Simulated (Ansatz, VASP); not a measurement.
# Two plane-wave programs on GaN

File INCAR:

```
PREC     = Accurate       # precision mode
ENCUT    = 520            # plane-wave cutoff, eV
EDIFF    = 1E-6           # SCF threshold, eV
ISMEAR   = 0              # smearing method
SIGMA    = 0.03           # smearing width, eV
LREAL    = False          # projectors in reciprocal space
LASPH    = True           # aspherical terms in the spheres
NELM     = 60             # most SCF steps
ALGO     = Normal         # electronic algorithm
ISIF     = 2              # what is computed and relaxed
LWAVE    = False          # write WAVECAR
LCHARG   = True           # write CHGCAR
GGA      = PE             # functional
LELF     = True           # ELF
LVHAR    = True         
NBANDS   = 26             # bands
```

The input KPOINTS:

```
regular mesh
0
Gamma
  8 8 5
```

POSCAR

```
GaN
1.0
    3.1889999985      0.0000000000      0.0000000000
   -1.5944999992      2.7617550113      0.0000000000
    0.0000000000      0.0000000000      5.2161100000
Ga N
2 2
Direct
    0.3333333333      0.6666666667      0.0005070819
    0.6666666667      0.3333333333      0.5005070819
    0.3333333333      0.6666666667      0.3764929181
    0.6666666667      0.3333333333      0.8764929181
```

Input for Ansatz:

```yaml
crystal:
  lattice:
    - [3.1889999985, 0.0, 0.0]
    - [-1.5944999992, 2.7617550113, 0.0]
    - [0.0, 0.0, 5.21611]
  atoms:
    - { symbol: Ga, position: [0.3333333333, 0.6666666667, 0.0005070819] }
    - { symbol: Ga, position: [0.6666666667, 0.3333333333, 0.5005070819] }
    - { symbol: "N", position: [0.3333333333, 0.6666666667, 0.3764929181] }
    - { symbol: "N", position: [0.6666666667, 0.3333333333, 0.8764929181] }
scf:
  occupations: { method: gaussian, width: 0.03 }
output:
  eigenstates: { kpoints: [[0, 0, 0]] }
hamiltonian:
  xc: pbe
kpoints:
  mp_grid: { grid: [8, 8, 5] }
```

Alike in both runs: task single point; functional PBE; k mesh 8 × 8 × 5; occupations gaussian, width 0.03 eV; no spin polarisation.

|  | VASP | Ansatz |
| --- | --- | --- |
| version | VASP 6.6.1 | Ansatz 0.2.0 |
| potentials or method | VASP PAW PBE potentials, release 64 (Ga_d, N) | scalar-relativistic, plane waves, PAW |
| plane-wave cutoff (eV) | 520 | 420 |
| valence electrons in the cell | 36 | 36 |

|  | VASP | Ansatz | Ansatz less VASP |
| --- | --- | --- | --- |
| gap on the k mesh at the Fermi level (eV) | 1.86 | 1.85 | -0.007 |
| least direct gap on the mesh (eV) | 1.86 | 1.85 | -0.007 |

With one functional, cell and mesh, what is left measures potentials, basis and numerics.
